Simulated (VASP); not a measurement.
**AlNi: single point with LDA**

Crystal: AlNi.

```
CELL_PARAMETERS angstrom
2.91490 0.00000 0.00000
0.00000 2.91490 0.00000
0.00000 0.00000 2.91490
ATOMIC_POSITIONS crystal
Al 0.50000 0.50000 0.50000
Ni 0.00000 0.00000 0.00000
```

```yaml
Program: VASP 6.6.1
Task: single point
Functional: LDA
Potentials_or_basis: VASP PAW LDA potentials, release 64 (Al, Ni)
Cutoff: 600 eV
k_mesh: 14 × 14 × 14
Occupations: gaussian, width 0.1 eV
Spin: no spin polarisation
Dipole_correction: no
Further_INCAR_settings: ALGO = Normal; EDIFF = 1e-06; NBANDS = 14
```

- Pressure: -12.9 GPa
- Band gap on the k mesh: zero (an odd number of electrons rules out a gap without spin polarisation)

Levels at points of the mesh, in eV from the Fermi level:
```tsv
k point	band 5	band 6	band 7	band 8	band 9	band 10
(0.00, 0.00, 0.00)	-1.47	-1.47	5.35	5.35	5.35	8.14
(0.50, 0.00, 0.00)	-2.14	-1.38	-0.62	8.36	9.84	9.84
(0.50, 0.50, 0.00)	-1.97	-1.97	-0.96	1.42	2.33	11.78
(0.50, 0.50, 0.50)	-0.94	2.09	2.09	2.09	3.32	4.37
```

It took 35 s on 1 thread of Intel Xeon 8259CL, with other jobs on the host, peak memory 0.17 GiB.

Caveat: the cell stands under tension. Spin polarisation is off, so any magnetic state and its effect on volume and gap are missing.
